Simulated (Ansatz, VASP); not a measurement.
## Al3BP4: VASP beside Ansatz

INCAR

```
PREC     = Accurate       # precision mode
ENCUT    = 500            # plane-wave cutoff, eV
EDIFF    = 1E-6           # SCF threshold, eV
ISMEAR   = 0              # smearing method
SIGMA    = 0.1            # smearing width, eV
LREAL    = F              # projectors in reciprocal space
LASPH    = T              # aspherical terms in the spheres
NELM     = 120            # most SCF steps
ALGO     = Normal         # electronic algorithm
ISIF     = 2              # what is computed and relaxed
LWAVE    = F              # write WAVECAR
LCHARG   = T              # write CHGCAR
GGA      = PE             # functional
LELF     = T              # ELF
LVHAR    = T            
NBANDS   = 26             # bands
GGA_COMPAT= F
```

Contents of KPOINTS:

```
Automatic mesh
0
Gamma
  4 4 2
```

Contents of POSCAR:

```
Al3BP4
1.0
   -3.6878891444      0.0000000000      0.0000000000
    0.0000000000      0.0000000000     -5.3315553038
    0.0000000000     -7.4750144195      0.0000000000
Al B P
3 1 4
Direct
    0.0000000000      0.9981600963      0.7306380488
    0.5000000000      0.5018514272      0.0000000000
    0.0000000000      0.9981600963      0.2693619512
    0.5000000000      0.4898084714      0.5000000000
    0.5000000000      0.2726920493      0.7201937935
    0.0000000000      0.7728910619      0.0000000000
    0.5000000000      0.2726920493      0.2798062065
    0.0000000000      0.6937437684      0.5000000000
```

Input for Ansatz:

```yaml
crystal:
  lattice:
    - [-3.6878891444, 0.0, 0.0]
    - [0.0, 0.0, -5.3315553038]
    - [0.0, -7.4750144195, 0.0]
  atoms:
    - { symbol: Al, position: [0.0, 0.9981600963, 0.7306380488] }
    - { symbol: Al, position: [0.5, 0.5018514272, 0.0] }
    - { symbol: Al, position: [0.0, 0.9981600963, 0.2693619512] }
    - { symbol: B, position: [0.5, 0.4898084714, 0.5] }
    - { symbol: P, position: [0.5, 0.2726920493, 0.7201937935] }
    - { symbol: P, position: [0.0, 0.7728910619, 0.0] }
    - { symbol: P, position: [0.5, 0.2726920493, 0.2798062065] }
    - { symbol: P, position: [0.0, 0.6937437684, 0.5] }
basis:
  ecutwfc: 420
kpoints:
  mp_grid: { grid: [4, 4, 2] }
hamiltonian:
  xc: pbe
scf:
  occupations: { method: gaussian, width: 0.1 }
  lower_state_search: "off"
output:
  forces: true
  stress: true
  eigenvalues: true
```

Alike in both runs: task single point; functional PBE; k mesh 4 × 4 × 2; occupations gaussian, width 0.1 eV; no spin polarisation.

|  | VASP | Ansatz |
| --- | --- | --- |
| version | VASP 6.6.1 | Ansatz 0.2.0 |
| potentials or method | VASP PAW PBE potentials, release 64 (Al, B, P), cutoff 500 eV | scalar-relativistic, plane waves, PAW |
| valence electrons in the cell | 32 | 32 |

Ansatz gave:

| Item | Value |
| --- | --- |
| gap on the k mesh at the Fermi level (eV) | 0.99 |
| least direct gap on the mesh (eV) | 0.99 |
| pressure (GPa) | 0.2 |
| traceless stress, the component that is largest in VASP (GPa) | -0.67 |
| rms of the force components (eV/Å) | 0.015 |

**Question.** Which values does VASP return?

**Answer.** gap on the k mesh at the Fermi level (eV): 0.98; least direct gap on the mesh (eV): 0.98; pressure (GPa): 0.0; traceless stress, the component that is largest in VASP (GPa): -0.67; rms of the force components (eV/Å): 0.015.

Atom by atom the forces differ by 0.002 eV/Å (rms over components).

The k mesh is coarse, so the values compare programs but aren't converged.
